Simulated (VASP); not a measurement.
# NaH (Fm-3m) in VASP: notebook

NaH is run at these levels: PBEsol, LDA, r2SCAN; tasks: single point.

All numbers are computed with VASP 6.6.1; they aren't measurements. Logs are shortened: lines on timing, memory, paths and dates and some standing lists are left out, and cuts for length are marked.

## (1) The cell of the first run

Symmetry: Fm-3m, No. 225, cubic system. The conventional cell has a = 4.795 Å, b = 4.795 Å, c = 4.795 Å, α = 90.00°, β = 90.00°, γ = 90.00°. Within 3.2 Å of Na (site symmetry m-3m) lie 6 H at 2.40 Å. Within 3.2 Å of H (site symmetry m-3m) lie 6 Na at 2.40 Å.

## (2) Single point, PBEsol

Input file INCAR:

```
SYSTEM = NaH
PREC = Accurate
ENCUT = 500
EDIFF = 1E-6
ISMEAR = 0
SIGMA = 0.01
LREAL = .FALSE.
LASPH = .TRUE.
NELM = 120
ALGO = Normal
ISIF = 2
LWAVE = .FALSE.
LCHARG = .FALSE.
GGA = PS
NBANDS = 11
GGA_COMPAT = .FALSE.
```

Input file KPOINTS:

```
Automatic mesh
0
G
  6 6 6
  0 0 0
```

Input file POSCAR:

```
NaH
1.0
    0.0000000000      2.3975116422      2.3975116422
    2.3975116422      0.0000000000      2.3975116422
    2.3975116422      2.3975116422      0.0000000000
Na H
1 1
Direct
    0.0000000000      0.0000000000      0.0000000000
    0.5000000000      0.5000000000      0.5000000000
```

Potentials or basis: VASP PAW PBE potentials, release 64 (Na_pv, H).

Started as:

```
$ cat potpaw_PBE.64/Na_pv/POTCAR potpaw_PBE.64/H/POTCAR > POTCAR
$ mpirun -np 1 vasp_std > vasp.out
```

OUTCAR:

```text
SYSTEM = NaH
   PREC = Accurate
   ENCUT = 500
   EDIFF = 1E-6
   ISMEAR = 0
   LREAL = .FALSE.
   LASPH = .TRUE.
   NELM = 120
   ISIF = 2
   GGA = PS

 ion  position               nearest neighbor table
   1  0.000  0.000  0.000-
   2  0.500  0.500  0.500-

  LATTYP: Found a face centered cubic cell.
 ALAT       =     4.7950232844

  Lattice vectors:

 A1 = (   0.0000000000,   2.3975116422,   2.3975116422)
 A2 = (   2.3975116422,   0.0000000000,   2.3975116422)
 A3 = (   2.3975116422,   2.3975116422,   0.0000000000)

Analysis of symmetry for initial positions (statically):
=====================================================================
 Subroutine PRICEL returns:
 Original cell was already a primitive cell.

 Routine SETGRP: Setting up the symmetry group for a
 face centered cubic supercell.

 Subroutine GETGRP returns: Found 48 space group operations
 (whereof 48 operations were pure point group operations)
 out of a pool of 48 trial point group operations.

The static configuration has the point symmetry O_h .

Analysis of symmetry for dynamics (positions and initial velocities):
=====================================================================
 Subroutine PRICEL returns:
 Original cell was already a primitive cell.

 Routine SETGRP: Setting up the symmetry group for a
 face centered cubic supercell.

 Subroutine GETGRP returns: Found 48 space group operations
 (whereof 48 operations were pure point group operations)
 out of a pool of 48 trial point group operations.

The dynamic configuration has the point symmetry O_h .

 Subroutine INISYM returns: Found 48 space group operations
 (whereof 48 operations are pure point group operations),
 and found     1 'primitive' translations

----------------------------------------------------------------------------------------

                                     Primitive cell

  volume of cell :      27.5621

  direct lattice vectors                    reciprocal lattice vectors
     0.000000000  2.397511642  2.397511642    -0.208549561  0.208549561  0.208549561
     2.397511642  0.000000000  2.397511642     0.208549561 -0.208549561  0.208549561
     2.397511642  2.397511642  0.000000000     0.208549561  0.208549561 -0.208549561

  length of vectors
     3.390593480  3.390593480  3.390593480     0.361218435  0.361218435  0.361218435

  position of ions in fractional coordinates (direct lattice)
     0.000000000  0.000000000  0.000000000
     0.500000000  0.500000000  0.500000000

  ion indices of the primitive-cell ions
   primitive index   ion index
                 1           1
                 2           2

----------------------------------------------------------------------------------------

 KPOINTS: Automatic mesh

Automatic generation of k-mesh.
 Grid dimensions read from file:
 generate k-points for:    6    6    6

 Generating k-lattice:

  Cartesian coordinates                     Fractional coordinates (reciprocal lattice)
    -0.034758260  0.034758260  0.034758260     0.166666667  0.000000000  0.000000000
     0.034758260 -0.034758260  0.034758260     0.000000000  0.166666667  0.000000000
     0.034758260  0.034758260 -0.034758260     0.000000000  0.000000000  0.166666667

  Length of vectors
     0.060203073  0.060203073  0.060203073

  Shift w.r.t. Gamma in fractional coordinates (k-lattice)
     0.000000000  0.000000000  0.000000000

 Subroutine IBZKPT returns following result:
 ===========================================

 Found     16 irreducible k-points:

 Following reciprocal coordinates:
            Coordinates               Weight
  0.000000  0.000000  0.000000      1.000000
  0.166667  0.000000  0.000000      8.000000
  0.333333  0.000000  0.000000      8.000000
  0.500000  0.000000  0.000000      4.000000
  0.166667  0.166667  0.000000      6.000000
  0.333333  0.166667  0.000000     24.000000
[... 8 lines left out ...]
 -0.333333  0.333333  0.166667     24.000000
 -0.333333  0.500000  0.166667     12.000000
   k-points           NKPTS =     16   k-points in BZ     NKDIM =     16   number of bands    NBANDS=     11
   number of dos      NEDOS =    301   number of ions     NIONS =      2
   total plane-waves  NPLWV =  21952
   dimension x,y,z NGX =    28 NGY =   28 NGZ =   28
   dimension x,y,z NGXF=    56 NGYF=   56 NGZF=   56
   ions per type =               1   1
   NGX,Y,Z   is equivalent  to a cutoff of  13.73, 13.73, 13.73 a.u.
   NGXF,Y,Z  is equivalent  to a cutoff of  27.46, 27.46, 27.46 a.u.
 SYSTEM =  NaH
   PREC   = accura    normal or accurate (medium, high low for compatibility)
   ISTART =      0    job   : 0-new  1-cont  2-samecut
   ICHARG =      2    charge: 1-file 2-atom 10-const
   ISPIN  =      1    spin polarized calculation?
   LNONCOLLINEAR =      F non collinear calculations
   LSORBIT =      F    spin-orbit coupling
   LASPH  =      T    aspherical Exc in radial PAW
   ENCUT  =  500.0 eV  36.75 Ry    6.06 a.u.   6.18  6.18  6.18*2*pi/ulx,y,z
   NELM   =    120;   NELMIN=  2; NELMDL= -5     # of ELM steps
   EDIFF  = 0.1E-05   stopping-criterion for ELM
   LREAL  =      F    real-space projection
   EDIFFG = 0.1E-04   stopping-criterion for IOM
   NSW    =      0    number of steps for IOM
   IBRION =     -1    ionic relax: 0-MD 1-quasi-New 2-CG
   NFREE  =      0    steps in history (QN), initial steepest desc. (CG)
   ISIF   =      2    stress and relaxation
   ISYM   =      2    0-nonsym 1-usesym 2-fastsym
   POTIM  = 0.5000    time-step for ionic-motion
   TEBEG  =    0.0;   TEEND  =   0.0 temperature during run
   PSTRESS=    0.0 pullay stress
   NELECT =       8.0000    total number of electrons
   NUPDOWN=      -1.0000    fix difference up-down
   EMIN   =  10.00;   EMAX   =-10.00  energy-range for DOS
   EFERMI =   0.00;   METHOD = LEGACY
   ISMEAR =     0;   SIGMA  =   0.01  broadening in eV -4-tet -1-fermi 0-gaus
   EFERMI_NEDOS =   21; number of points for ismear=-14 and -15
   IALGO  =     38    algorithm
   IMIX   =      4    mixing-type and parameters
     AMIX     =   0.40;   BMIX     =  1.00
     AMIX_MAG =   1.60;   BMIX_MAG =  1.00
  volume/ion in A,a.u.               =      13.78        93.00
  Fermi-wavevector in a.u.,A,eV,Ry     =   1.083929  2.048328 15.985508  1.174902
  Thomas-Fermi vector in A             =   2.220007
   LORBIT       =      0    0 simple, 1 ext, 2 COOP (PROOUT), +10 PAW based schemes
   GGA     = PS    functional components
   LHFCALC =     F    Hartree Fock is set to
   AEXX    =    0.0000 exact exchange contribution
   IVDW    =     0    specifies the selected vdW correction
   LEPSILON=     F    determine dielectric tensor
   LRPA    =     F    only Hartree local field effects (RPA)
 non-spin polarized calculation
 Gauss-broadening in eV      SIGMA  =   0.01
  energy-cutoff  :      500.00
  volume of cell :       27.56
 maximum number of plane-waves:       725
 NGX is ok and might be reduce to    28
   NGX = 13   NGY = 13   NGZ = 13

 number of electron       7.9999992 magnetization

 Free energy of the ion-electron system (eV)
  ---------------------------------------------------
  ext. energy  EPLUGINS =         0.00000000
  ---------------------------------------------------
  free energy    TOTEN  =        -5.08580470 eV

  energy without entropy =       -5.08580470  energy(sigma->0) =       -5.08580470

 E-fermi :  -0.9855     XC(G=0):  -7.9702

 val. band max:       -1.0674998512   @ k =  -0.3333   0.5000   0.1667
 cond. band min:       2.5819160244   @ k =   0.5000   0.0000   0.0000
 fundamental gap:      3.6494158755
 Fermi energy:        -0.9855326500

 k-point     1 :       0.0000    0.0000    0.0000
  band No.  band energies     occupation
      1     -22.9782      2.00000
      2     -22.9782      2.00000
      3     -22.9782      2.00000
      4      -4.8103      2.00000
      5       9.6015      0.00000
      6      14.5514      0.00000
      7      14.5514      0.00000
      8      14.5514      0.00000
      9      15.5576      0.00000
     10      15.5576      0.00000
     11      15.5576      0.00000

 k-point     2 :       0.1667    0.0000    0.0000
  band No.  band energies     occupation
      1     -23.0047      2.00000
      2     -22.9813      2.00000
      3     -22.9813      2.00000
      4      -4.3224      2.00000
      5       7.9350      0.00000
      6      11.2947      0.00000
      7      13.4800      0.00000
      8      13.4800      0.00000
      9      16.7267      0.00000
     10      16.7267      0.00000
     11      17.0397      0.00000

 k-point     3 :       0.3333    0.0000    0.0000
  band No.  band energies     occupation
      1     -23.0570      2.00000
      2     -22.9875      2.00000
      3     -22.9875      2.00000
      4      -3.0137      2.00000
      5       4.4932      0.00000
      6      10.0672      0.00000
      7      12.6329      0.00000
      8      12.6329      0.00000
      9      15.9295      0.00000
     10      15.9295      0.00000
     11      18.1891      0.00000

 k-point     4 :       0.5000    0.0000    0.0000
  band No.  band energies     occupation
      1     -23.0827      2.00000
      2     -22.9906      2.00000
      3     -22.9906      2.00000
      4      -1.9278      2.00000
      5       2.5819      0.00000
      6       9.7703      0.00000
      7      12.3530      0.00000
      8      12.3530      0.00000
      9      15.4215      0.00000
     10      15.4215      0.00000
     11      18.0421      0.00000
[... 127 lines left out ...]
 k-point    14 :       0.5000    0.3333    0.1667
  band No.  band energies     occupation
      1     -23.0541      2.00000
      2     -23.0176      2.00000
      3     -22.9995      2.00000
      4      -2.0719      2.00000
      5       4.6906      0.00000
      6       6.5966      0.00000
      7       9.6333      0.00000
      8      14.5542      0.00000
      9      14.5635      0.00000
     10      17.0099      0.00000
     11      20.9636      0.00000

 k-point    15 :      -0.3333    0.3333    0.1667
  band No.  band energies     occupation
      1     -23.0567      2.00000
      2     -23.0295      2.00000
      3     -23.0053      2.00000
      4      -1.2980      2.00000
      5       3.9345      0.00000
      6       5.7273      0.00000
      7       8.7960      0.00000
      8      14.5353      0.00000
      9      15.7136      0.00000
     10      18.1609      0.00000
     11      20.1318      0.00000

 k-point    16 :      -0.3333    0.5000    0.1667
  band No.  band energies     occupation
      1     -23.0568      2.00000
      2     -23.0279      2.00000
      3     -23.0152      2.00000
      4      -1.0675      2.00000
      5       4.0591      0.00000
      6       5.9550      0.00000
      7       7.6958      0.00000
      8      13.9231      0.00000
      9      14.1970      0.00000
     10      19.9778      0.00000
     11      20.0037      0.00000

------------------------ aborting loop because EDIFF is reached ----------------------------------------

  FORCE on cell =-STRESS in cart. coord.  units (eV):
  Direction    XX          YY          ZZ          XY          YZ          ZX
  --------------------------------------------------------------------------------------
  -------------------------------------------------------------------------------------
  Total       -0.0191767     -0.0191767     -0.0191767     -0.0000000     -0.0000000     -0.0000000
  in kB       -1.1147352     -1.1147352     -1.1147352     -0.0000000     -0.0000000     -0.0000000
  external PRESSURE =      -1.1147352 kB  Pullay stress =       0.0000000 kB

 VOLUME and BASIS-vectors are now :
 -----------------------------------------------------------------------------
  energy-cutoff  :      500.00
  volume of cell :       27.56
      direct lattice vectors                 reciprocal lattice vectors
     0.000000000  2.397511642  2.397511642    -0.208549561  0.208549561  0.208549561
     2.397511642  0.000000000  2.397511642     0.208549561 -0.208549561  0.208549561
     2.397511642  2.397511642  0.000000000     0.208549561  0.208549561 -0.208549561

 POSITION                                       TOTAL-FORCE (eV/Angst)
 -----------------------------------------------------------------------------------
      0.00000      0.00000      0.00000        -0.000000      0.000000      0.000000
      2.39751      2.39751      2.39751         0.000000     -0.000000     -0.000000
 -----------------------------------------------------------------------------------
    total drift:                               -0.000000      0.000000      0.000000

  FREE ENERGIE OF THE ION-ELECTRON SYSTEM (eV)
  ---------------------------------------------------
  free  energy   TOTEN  =        -5.0858046958 eV

  energy  without entropy=       -5.0858046958  energy(sigma->0) =       -5.08580470
```

Wall time 13 s (1 thread of AMD EPYC 7R43 (Zen 3), shared host); peak memory 0.11 GiB.

What came out:

```yaml
Free_energy: -5.0858 eV
Pressure: -0.1 GPa
Band_gap_on_the_k_mesh: 3.65 eV, indirect (least direct gap 4.51 eV)
```

Levels at points of the mesh, in eV from the valence-band top:
```
           k point  band 1  band 2  band 3  band 4  band 5  band 6  band 7  band 8
(0.00, 0.00, 0.00)  -21.91  -21.91  -21.91   -3.74   10.67   15.62   15.62   15.62
(0.50, 0.00, 0.00)  -22.02  -21.92  -21.92   -0.86    3.65   10.84   13.42   13.42
(0.50, 0.50, 0.00)  -22.00  -21.95  -21.95   -0.14    4.50    9.91   10.69   10.69
```

Caveat: the PAW data sets were made with another functional, which shifts forces and pressure a little. A k mesh can miss the band edges.

## (3) Single point, LDA

Input file INCAR:

```
PREC = Accurate ; ENCUT = 500
EDIFF = 1E-6 ; ISMEAR = 0
SIGMA = 0.01 ; LREAL = False
LASPH = True ; NELM = 120
ALGO = Normal ; ISIF = 2
LWAVE = False ; LCHARG = False
GGA = CA ; NBANDS = 11
GGA_COMPAT = False
```

Input file KPOINTS:

```
Automatic mesh
0
Gamma
  6 6 6
```

POSCAR is that of step 2.

Potentials or basis: VASP PAW LDA potentials, release 64 (Na_pv, H).

Started as:

```
$ cat potpaw_LDA.64/Na_pv/POTCAR potpaw_LDA.64/H/POTCAR > POTCAR
$ mpirun -np 1 vasp_std > vasp.out
```

Run time: 14 s. Hardware: 1 thread of AMD EPYC 7R43 (Zen 3), shared host; peak memory 0.1 GiB.

Results (log left out):

```yaml
Free_energy: -5.3991 eV
Pressure: -1.7 GPa
Band_gap_on_the_k_mesh: 3.49 eV, indirect (least direct gap 4.37 eV)
```

Levels at points of the mesh, in eV from the valence-band top:
```tsv
k point	band 2	band 3	band 4	band 5	band 6	band 7
(0.00, 0.00, 0.00)	-22.08	-22.08	-3.81	10.64	15.41	15.41
(0.50, 0.00, 0.00)	-22.10	-22.10	-0.87	3.49	10.79	13.26
(0.50, 0.50, 0.00)	-22.12	-22.12	-0.15	4.39	9.80	10.52
```

A k mesh can miss the band edges. LDA gaps usually lie below the measured ones, often by a third to a half.

## (4) Single point, PBEsol

Input file INCAR:

```
PREC = Accurate
ENCUT = 500
EDIFF = 1E-6
ISMEAR = 1
SIGMA = 0.001
LREAL = F
LASPH = T
NELM = 120
ALGO = Normal
ISIF = 2
LWAVE = F
LCHARG = T
GGA = PS
LELF = T
LVHAR = T
NBANDS = 11
GGA_COMPAT = F
```

KPOINTS is that of step 3.

POSCAR is that of step 3.

Potentials or basis: VASP PAW PBE potentials, release 64 (Na_pv, H).

Started as:

```
$ cat potpaw_PBE.64/Na_pv/POTCAR potpaw_PBE.64/H/POTCAR > POTCAR
$ mpirun -np 1 vasp_std > vasp.out
```

Wall time 20 s (1 thread of AMD EPYC 7R43 (Zen 3), shared host); peak memory 0.11 GiB.

It converged, with:

```
Free energy            : -5.0858 eV
Pressure               : -0.1 GPa
Band gap on the k mesh : 3.65 eV, indirect (least direct gap 4.51 eV)
```

Levels at points of the mesh, in eV from the valence-band top:
| k point | band 1 | band 2 | band 3 | band 4 | band 5 | band 6 | band 7 | band 8 |
| --- | --- | --- | --- | --- | --- | --- | --- | --- |
| (0.00, 0.00, 0.00) | -21.91 | -21.91 | -21.91 | -3.74 | 10.67 | 15.62 | 15.62 | 15.62 |
| (0.50, 0.00, 0.00) | -22.02 | -21.92 | -21.92 | -0.86 | 3.65 | 10.84 | 13.42 | 13.42 |
| (0.50, 0.50, 0.00) | -22.00 | -21.95 | -21.95 | -0.14 | 4.50 | 9.91 | 10.69 | 10.69 |

Caveat: the PAW data sets were made with another functional, which shifts forces and pressure a little.

## (5) Single point, r2SCAN

POSCAR is that of step 4.

Input file INCAR.step1:

```
SYSTEM = NaH
PREC = Accurate
ENCUT = 550
ISMEAR = 0
SIGMA = 0.01
LREAL = .False.
LASPH = .True.
NELM = 120
NBANDS = 11
GGA = PE
ALGO = Normal
EDIFF = 1E-5
LWAVE = .True.
LCHARG = .False.
GGA_COMPAT = .False.
```

Input file INCAR.step2:

```
SYSTEM = NaH
PREC = Accurate
ENCUT = 550
EDIFF = 1E-6
ISMEAR = 0
SIGMA = 0.01
LREAL = .False.
LASPH = .True.
NELM = 120
ALGO = Normal
ISIF = 2
LWAVE = .False.
LCHARG = .False.
METAGGA = R2SCAN
LMIXTAU = .True.
NBANDS = 11
ISTART = 1
GGA_COMPAT = .False.
```

Input file KPOINTS:

```
Automatic mesh
0
Gamma
  6 6 6
  0 0 0
```

Started as:

```
$ cat potpaw_PBE.64/Na_pv/POTCAR potpaw_PBE.64/H/POTCAR > POTCAR
$ cp INCAR.step1 INCAR
$ mpirun -np 1 vasp_std > vasp.out
$ cp INCAR.step2 INCAR
$ mpirun -np 1 vasp_std > vasp.out
```

It took 46 s on 1 thread of AMD EPYC 7R43 (Zen 3), shared host; peak memory 0.12 GiB.

It converged, with:

```
Free energy            : -7.6032 eV
Pressure               : -0.3 GPa
Band gap on the k mesh : 4.46 eV, indirect (least direct gap 5.26 eV)
```

Levels at points of the mesh, in eV from the valence-band top:
```
           k point  band 1  band 2  band 3  band 4  band 5  band 6  band 7  band 8
(0.00, 0.00, 0.00)  -22.81  -22.81  -22.81   -3.57   11.70   16.57   16.57   16.57
(0.50, 0.00, 0.00)  -22.91  -22.82  -22.82   -0.80    4.46   11.90   14.10   14.10
(0.50, 0.50, 0.00)  -22.90  -22.84  -22.84   -0.13    5.29   10.84   11.58   11.58
```

Caveat: the PAW data sets were made with another functional, which shifts forces and pressure a little.

(Continued in part 2 of 2.)
